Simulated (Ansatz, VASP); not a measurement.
**Br in VASP and in Ansatz**

```
CELL_PARAMETERS angstrom
4.31570 -2.13001 0.00000
4.31570 2.13001 0.00000
0.00000 0.00000 8.72305
ATOMIC_POSITIONS crystal
Br 0.85802 0.14198 0.11819
Br 0.14198 0.85802 0.88181
Br 0.35802 0.64198 0.38181
Br 0.64198 0.35802 0.61819
```

Alike in both runs: functional PBE; k mesh 12 × 12 × 6; occupations gaussian, width 0.05 eV; no spin polarisation.

Ansatz relaxed the structure, and its values are those at the end. VASP's run is a single point on that final structure, the one shown.

|  | VASP | Ansatz |
| --- | --- | --- |
| version | VASP 6.6.1 | Ansatz 0.2.0 |
| potentials or method | VASP PAW PBE potentials, release 64 (Br), cutoff 520 eV | scalar-relativistic, plane waves, PAW |
| valence electrons in the cell | 28 | 28 |

```csv
,VASP,Ansatz,Ansatz less VASP
gap on the k mesh at the Fermi level (eV),1.35,1.35,-0.002
least direct gap on the mesh (eV),1.36,1.36,-0.002
pressure (GPa),0.0,0.0,-0.01
rms of the force components (eV/Å),0.007,0.004,-0.0029
```
